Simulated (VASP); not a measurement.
Input of a VASP 6.6.1 run:

The input INCAR:

```
ALGO = Normal
EDIFF = 1E-6
EDIFFG = -0.01
ENCUT = 600
GGA = PE
IBRION = 2
ISIF = 3
ISMEAR = 0
LASPH = T
LCHARG = F
LREAL = F
LWAVE = F
NELM = 80
NSW = 100
PREC = Accurate
SIGMA = 0.15
```

KPOINTS

```
k-points
0
Gamma
  12 12 12
```

POSCAR

```
HfN
1.0
    0.0000000000      2.2738965622      2.2738965622
    2.2738965622      0.0000000000      2.2738965622
    2.2738965622      2.2738965622      0.0000000000
Hf N
1 1
Direct
   -0.0157964002     -0.0030309551      0.0142898829
    0.5157964002      0.5030309551      0.4857101171
```

Potentials or basis: VASP PAW PBE potentials, release 64 (Hf_pv, N).

Run with:

```bash
$ cat potpaw_PBE.64/Hf_pv/POTCAR potpaw_PBE.64/N/POTCAR > POTCAR
$ mpirun -np 1 vasp_std > vasp.out
```

Question: What does it give for the relaxed cell?

Answer: a = 3.205 Å, b = 3.206 Å, c = 3.205 Å, α = 60.00°, β = 59.99°, γ = 59.99°.

Question: Estimate the band gap on the k mesh.

Answer: Zero (an odd number of electrons rules out a gap without spin polarisation).

Forces in eV/Å, atoms in the order of the input:
```
Hf   0.003  0.000 -0.007
N   -0.003  0.000  0.007
```

Caveat: spin-orbit coupling is left out, which moves the levels of the heavy elements.
